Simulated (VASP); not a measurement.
A run of VASP 6.6.1 is set up as follows.

INCAR

```
SYSTEM = WS2
ALGO = Normal
EDIFF = 1E-7
ENCUT = 520
GGA = PS
ISIF = 2
ISMEAR = 0
LASPH = .True.
LCHARG = .False.
LREAL = .False.
LWAVE = .False.
NBANDS = 49
NELM = 60
PREC = Accurate
SIGMA = 0.02
```

KPOINTS

```
k-points
0
Gamma
  12 12 2
  0 0 0
```

POSCAR

```
WS2
1.0
    3.1944877703      0.0000000000      0.0000000000
   -1.5972438852      2.7665075612      0.0000000000
    0.0000000000      0.0000000000     19.4422730754
W S
3 6
Direct
    0.6666666667      0.3333333333      0.3326588729
    0.3333333333      0.6666666667      0.6659922062
    0.0000000000      0.0000000000      0.9993255396
    0.3333333333      0.6666666667      0.2529111740
    0.6666666667      0.3333333333      0.0790632864
    0.0000000000      0.0000000000      0.5862445074
    0.3333333333      0.6666666667      0.4123966197
    0.6666666667      0.3333333333      0.9195778407
    0.0000000000      0.0000000000      0.7457299531
```

Potentials or basis: VASP PAW PBE potentials, release 64 (W_sv, S).

The run is started by

```console
$ cat potpaw_PBE.64/W_sv/POTCAR potpaw_PBE.64/S/POTCAR > POTCAR
$ mpirun -np 1 vasp_std > vasp.out
```

Problem. What does it give for the largest force?

Solution. 0.021 eV/Å.

Problem. What does it give for the pressure?

Solution. -2.7 GPa.

Forces in eV/Å, atoms in the order of the input:
```
W    0.000  0.000  0.000
W    0.000  0.000  0.000
W    0.000  0.000  0.000
S    0.000  0.000 -0.020
S    0.000  0.000  0.021
S    0.000  0.000 -0.020
S    0.000  0.000  0.021
S    0.000  0.000 -0.020
S    0.000  0.000  0.021
```

Caveat: the PAW data sets were made with another functional, which shifts forces and pressure a little; this functional lacks dispersion, which binds layers or chains, so the pressure and a relaxed spacing across them are unreliable.
